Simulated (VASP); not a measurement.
# AlN (Cm) in VASP: further runs, part 3 of 3

VASP 6.6.1.

## Step 6: Single point, PBE (atom 1 (Al) moved by (+0.300, -0.300) A along y and z)

INCAR

```
  PREC = Accurate
  ENCUT = 520
  EDIFF = 1E-6
  ISMEAR = 0
  SIGMA = 0.05
  LREAL = F
  LASPH = T
  NELM = 80
  ALGO = Normal
  ISIF = 2
  LWAVE = F
  LCHARG = F
  GGA = PE
  NBANDS = 16
```

KPOINTS

```
Automatic mesh
0
Gamma
  9 9 6
```

POSCAR

```
AlN
1.0
    3.3121157418      0.0000000000      0.0000000000
   -1.6560578709      2.8683763727      0.0000000000
    0.0000000000      0.0000000000      4.1875630000
Al N
2 2
Direct
    0.3856277259      0.7712554518      0.6783592868
    0.6666666667      0.3333333333      0.2500000000
    0.3333333333      0.6666666667      0.2500000000
    0.6666666667      0.3333333333      0.7500000000
```

Potentials or basis: VASP PAW PBE potentials, release 64 (Al, N).

Started as:

```bash
> cat potpaw_PBE.64/Al/POTCAR potpaw_PBE.64/N/POTCAR > POTCAR
> mpirun -np 1 vasp_std > vasp.out
```

OUTCAR:

```text
PREC = Accurate
   ENCUT = 520
   EDIFF = 1E-6
   ISMEAR = 0
   LREAL = F
   LASPH = T
   NELM = 80
   ISIF = 2
   GGA = PE

 ion  position               nearest neighbor table
   1  0.386  0.771  0.678-   4 1.64   3 1.82   4 2.10   4 2.10   2 2.41   3 2.41   2 2.75   2 2.75
                             2 2.89   2 3.17   2 3.17
   2  0.667  0.333  0.250-   3 1.91   3 1.91   3 1.91   4 2.09   4 2.09   1 2.41   1 2.75   1 2.75
                             1 2.89   1 3.17   1 3.17
   3  0.333  0.667  0.250-   1 1.82   2 1.91   2 1.91   2 1.91   1 2.41
   4  0.667  0.333  0.750-   1 1.64   2 2.09   2 2.09   1 2.10   1 2.10

  LATTYP: Found a hexagonal cell.
 ALAT       =     3.3121157418
 C/A-ratio  =     1.2643166261

  Lattice vectors:

 A1 = (   3.3121157418,   0.0000000000,   0.0000000000)
 A2 = (  -1.6560578709,   2.8683763727,   0.0000000000)
 A3 = (   0.0000000000,   0.0000000000,   4.1875630000)

Analysis of symmetry for initial positions (statically):
=====================================================================
 Subroutine PRICEL returns:
 Original cell was already a primitive cell.

 Routine SETGRP: Setting up the symmetry group for a
 hexagonal supercell.

 Subroutine GETGRP returns: Found  2 space group operations
 (whereof  2 operations were pure point group operations)
 out of a pool of 24 trial point group operations.

The static configuration has the point symmetry C_1h.

Analysis of symmetry for dynamics (positions and initial velocities):
=====================================================================
 Subroutine PRICEL returns:
 Original cell was already a primitive cell.

 Routine SETGRP: Setting up the symmetry group for a
 hexagonal supercell.

 Subroutine GETGRP returns: Found  2 space group operations
 (whereof  2 operations were pure point group operations)
 out of a pool of 24 trial point group operations.

The dynamic configuration has the point symmetry C_1h.

 Subroutine INISYM returns: Found  2 space group operations
 (whereof  2 operations are pure point group operations),
 and found     1 'primitive' translations

----------------------------------------------------------------------------------------

                                     Primitive cell

  volume of cell :      39.7835

  direct lattice vectors                    reciprocal lattice vectors
     3.312115742  0.000000000  0.000000000     0.301921816  0.174314642  0.000000000
    -1.656057871  2.868376373  0.000000000     0.000000000  0.348629284  0.000000000
     0.000000000  0.000000000  4.187563000     0.000000000  0.000000000  0.238802377

  length of vectors
     3.312115742  3.312115742  4.187563000     0.348629284  0.348629284  0.238802377

  position of ions in fractional coordinates (direct lattice)
     0.385627726  0.771255452  0.678359287
     0.666666667  0.333333333  0.250000000
     0.333333333  0.666666667  0.250000000
     0.666666667  0.333333333  0.750000000

  ion indices of the primitive-cell ions
   primitive index   ion index
                 1           1
                 2           2
                 3           3
                 4           4

----------------------------------------------------------------------------------------

 KPOINTS: Automatic mesh

Automatic generation of k-mesh.
 Grid dimensions read from file:
 generate k-points for:    9    9    6

 Generating k-lattice:

  Cartesian coordinates                     Fractional coordinates (reciprocal lattice)
     0.033546868  0.019368294  0.000000000     0.111111111 -0.000000000  0.000000000
     0.000000000  0.038736587  0.000000000     0.000000000  0.111111111  0.000000000
     0.000000000  0.000000000  0.039800396     0.000000000  0.000000000  0.166666667

  Length of vectors
     0.038736587  0.038736587  0.039800396

  Shift w.r.t. Gamma in fractional coordinates (k-lattice)
     0.000000000  0.000000000  0.000000000

 Subroutine IBZKPT returns following result:
 ===========================================

 Found    140 irreducible k-points:

 Following reciprocal coordinates:
            Coordinates               Weight
  0.000000  0.000000  0.000000      1.000000
  0.111111  0.000000  0.000000      4.000000
  0.000000  0.111111  0.000000      2.000000
  0.222222  0.000000  0.000000      4.000000
  0.000000  0.222222  0.000000      2.000000
  0.333333 -0.000000  0.000000      4.000000
[... 16 lines left out ...]
 -0.222222 -0.444444  0.000000      4.000000
  0.444444  0.333333  0.000000      4.000000
 [... further k-points ...]
   k-points           NKPTS =    140   k-points in BZ     NKDIM =    140   number of bands    NBANDS=     16
   number of dos      NEDOS =    301   number of ions     NIONS =      4
   total plane-waves  NPLWV =  25088
   dimension x,y,z NGX =    28 NGY =   28 NGZ =   32
   dimension x,y,z NGXF=    56 NGYF=   56 NGZF=   64
   ions per type =               2   2
   NGX,Y,Z   is equivalent  to a cutoff of  14.05, 14.05, 12.70 a.u.
   NGXF,Y,Z  is equivalent  to a cutoff of  28.11, 28.11, 25.41 a.u.
 SYSTEM =  unknown system
   PREC   = accura    normal or accurate (medium, high low for compatibility)
   ISTART =      0    job   : 0-new  1-cont  2-samecut
   ICHARG =      2    charge: 1-file 2-atom 10-const
   ISPIN  =      1    spin polarized calculation?
   LNONCOLLINEAR =      F non collinear calculations
   LSORBIT =      F    spin-orbit coupling
   LASPH  =      T    aspherical Exc in radial PAW
   ENCUT  =  520.0 eV  38.22 Ry    6.18 a.u.   6.16  6.16  7.79*2*pi/ulx,y,z
   NELM   =     80;   NELMIN=  2; NELMDL= -5     # of ELM steps
   EDIFF  = 0.1E-05   stopping-criterion for ELM
   LREAL  =      F    real-space projection
   EDIFFG = 0.1E-04   stopping-criterion for IOM
   NSW    =      0    number of steps for IOM
   IBRION =     -1    ionic relax: 0-MD 1-quasi-New 2-CG
   NFREE  =      0    steps in history (QN), initial steepest desc. (CG)
   ISIF   =      2    stress and relaxation
   ISYM   =      2    0-nonsym 1-usesym 2-fastsym
   POTIM  = 0.5000    time-step for ionic-motion
   TEBEG  =    0.0;   TEEND  =   0.0 temperature during run
   PSTRESS=    0.0 pullay stress
   NELECT =      16.0000    total number of electrons
   NUPDOWN=      -1.0000    fix difference up-down
   EMIN   =  10.00;   EMAX   =-10.00  energy-range for DOS
   EFERMI =   0.00;   METHOD = LEGACY
   ISMEAR =     0;   SIGMA  =   0.05  broadening in eV -4-tet -1-fermi 0-gaus
   EFERMI_NEDOS =   21; number of points for ismear=-14 and -15
   IALGO  =     38    algorithm
   IMIX   =      4    mixing-type and parameters
     AMIX     =   0.40;   BMIX     =  1.00
     AMIX_MAG =   1.60;   BMIX_MAG =  1.00
  volume/ion in A,a.u.               =       9.95        67.12
  Fermi-wavevector in a.u.,A,eV,Ry     =   1.208409  2.283561 19.867927  1.460251
  Thomas-Fermi vector in A             =   2.344017
   LORBIT       =      0    0 simple, 1 ext, 2 COOP (PROOUT), +10 PAW based schemes
   GGA     = PE    functional components
   LHFCALC =     F    Hartree Fock is set to
   AEXX    =    0.0000 exact exchange contribution
   IVDW    =     0    specifies the selected vdW correction
   LEPSILON=     F    determine dielectric tensor
   LRPA    =     F    only Hartree local field effects (RPA)
 non-spin polarized calculation
 Gauss-broadening in eV      SIGMA  =   0.05
  energy-cutoff  :      520.00
  volume of cell :       39.78
 maximum number of plane-waves:      1090
 NGX is ok and might be reduce to    28
   NGX = 13   NGY = 13   NGZ = 15

 number of electron      15.9999999 magnetization

 Free energy of the ion-electron system (eV)
  ---------------------------------------------------
  ext. energy  EPLUGINS =         0.00000000
  ---------------------------------------------------
  free energy    TOTEN  =       -27.88653984 eV

  energy without entropy =      -27.88653984  energy(sigma->0) =      -27.88653984

 E-fermi :   7.8972     XC(G=0): -11.1267

 val. band max:        7.6418635186   @ k =   0.0000   0.0000   0.0000
 cond. band min:      10.9134070922   @ k =   0.0000   0.0000   0.0000
 fundamental gap:      3.2715435736
 Fermi energy:         7.8971976219

 k-point     1 :       0.0000    0.0000    0.0000
  band No.  band energies     occupation
      1      -9.0023      2.00000
      2      -5.4379      2.00000
      3       1.1168      2.00000
      4       4.3588      2.00000
      5       4.7952      2.00000
      6       5.9637      2.00000
[... 433 lines left out ...]
      3       1.2532      2.00000
      4       2.8758      2.00000
      5       3.4242      2.00000
      6       3.9844      2.00000
[... 8 lines left out ...]
     15      20.1008      0.00000
     16      20.7592      0.00000

 [... further k-points ...]
[... 5 lines left out ...]
  --------------------------------------------------------------------------------------
  -------------------------------------------------------------------------------------
  Total       -1.5912487      7.9606279      4.4637798      0.0000000      0.2972727      0.0000000
  in kB      -64.0834166    320.5936468    179.7671578      0.0000000     11.9718853      0.0000000
  external PRESSURE =     145.4257960 kB  Pullay stress =       0.0000000 kB

 VOLUME and BASIS-vectors are now :
 -----------------------------------------------------------------------------
  energy-cutoff  :      520.00
  volume of cell :       39.78
      direct lattice vectors                 reciprocal lattice vectors
     3.312115742  0.000000000  0.000000000     0.301921816  0.174314642  0.000000000
    -1.656057871  2.868376373  0.000000000     0.000000000  0.348629284  0.000000000
     0.000000000  0.000000000  4.187563000     0.000000000  0.000000000  0.238802377

 POSITION                                       TOTAL-FORCE (eV/Angst)
 -----------------------------------------------------------------------------------
      0.00000      2.21225      2.84067        -0.000000     -7.790190      3.053976
      1.65606      0.95613      1.04689        -0.000000      0.933173     -2.326164
     -0.00000      1.91225      1.04689        -0.000000      0.512031     -0.725598
      1.65606      0.95613      3.14067         0.000000      6.344986     -0.002214
 -----------------------------------------------------------------------------------
    total drift:                               -0.000000     -0.000179      0.000248

  FREE ENERGIE OF THE ION-ELECTRON SYSTEM (eV)
  ---------------------------------------------------
  free  energy   TOTEN  =       -27.8865398407 eV

  energy  without entropy=      -27.8865398407  energy(sigma->0) =      -27.88653984
```

OSZICAR:

```text
N       E                     dE             d eps       ncg     rms          rms(c)
DAV:   1     0.457926529659E+02    0.45793E+02   -0.74124E+03  4480   0.903E+02
DAV:   2    -0.292993390465E+02   -0.75092E+02   -0.67715E+02  6520   0.190E+02
DAV:   3    -0.328422996440E+02   -0.35430E+01   -0.35295E+01  5400   0.430E+01
DAV:   4    -0.328641644978E+02   -0.21865E-01   -0.21863E-01  5512   0.383E+00
DAV:   5    -0.328644684035E+02   -0.30391E-03   -0.30391E-03  5376   0.449E-01    0.124E+01
DAV:   6    -0.279489072680E+02    0.49156E+01   -0.97496E+00  5752   0.236E+01    0.420E+00
DAV:   7    -0.279152752064E+02    0.33632E-01   -0.76572E-01  4976   0.631E+00    0.293E+00
DAV:   8    -0.278899959099E+02    0.25279E-01   -0.78063E-02  5576   0.247E+00    0.432E-01
DAV:   9    -0.278860515919E+02    0.39443E-02   -0.15003E-02  6088   0.962E-01    0.225E-01
DAV:  10    -0.278864081190E+02   -0.35653E-03   -0.14219E-03  5112   0.274E-01    0.945E-02
DAV:  11    -0.278865353478E+02   -0.12723E-03   -0.25631E-04  4896   0.136E-01    0.386E-02
DAV:  12    -0.278865383074E+02   -0.29595E-05   -0.22128E-05  5984   0.399E-02    0.944E-03
DAV:  13    -0.278865398841E+02   -0.15767E-05   -0.36141E-06  4816   0.133E-02    0.528E-03
DAV:  14    -0.278865398407E+02    0.43383E-07   -0.35992E-07  3176   0.536E-03
   1 F= -.27886540E+02 E0= -.27886540E+02  d E =-.274246E-15
```

Run time: 2.9 min. Hardware: 1 thread of AMD EPYC 7R43 (Zen 3), shared host; peak memory 0.17 GiB.

What came out:

| Item | Value |
| --- | --- |
| Free energy | -27.8865 eV |
| Pressure | 14.5 GPa |
| Largest force | 8.367 eV/Å |
| Band gap on the k mesh | 3.27 eV, direct |

Forces on the atoms (eV/Å):
```
Al   0.000 -7.790  3.054
Al   0.000  0.933 -2.326
N    0.000  0.512 -0.726
N    0.000  6.345 -0.002
```

Caveat: the cell differs from its parent crystal (atom 1 (Al) moved by (+0.300, -0.300) A along y and z); forces of over 1 eV/Å act on the atoms, so gaps and moduli don't describe the material at rest.
